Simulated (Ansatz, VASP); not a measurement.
**Li2ClF: VASP beside Ansatz**

```
CELL_PARAMETERS angstrom
1.64380 0.94905 5.26376
-1.64380 0.94905 5.26376
0.00000 -1.89810 5.26376
ATOMIC_POSITIONS crystal
F 0.00000 0.00000 0.00000
Cl 0.50000 0.50000 0.50000
Li 0.26336 0.26336 0.26336
Li 0.73664 0.73664 0.73664
```

Alike in both runs: task single point; functional PBE; k mesh 10 × 10 × 10; no spin polarisation.

```csv
,VASP,Ansatz
version,VASP 6.6.1,Ansatz 0.2.0
potentials or method,"VASP PAW PBE potentials, release 64 (F, Cl, Li_sv)","plane waves, PAW"
plane-wave cutoff (eV),520,420
occupations,"gaussian, width 0.01 eV",fixed
valence electrons in the cell,20,20
```

```tsv
	VASP	Ansatz	Ansatz less VASP
gap on the k mesh at the Fermi level (eV)	4.88	4.86	-0.014
rms of the force components (eV/Å)	0.009	0.009	+0.0006
```

Atom by atom the forces differ by 0.001 eV/Å (rms over components).

Noted on VASP's run: the cutoff is under 1.25 times that of the potentials, so the pressure is a little rough.
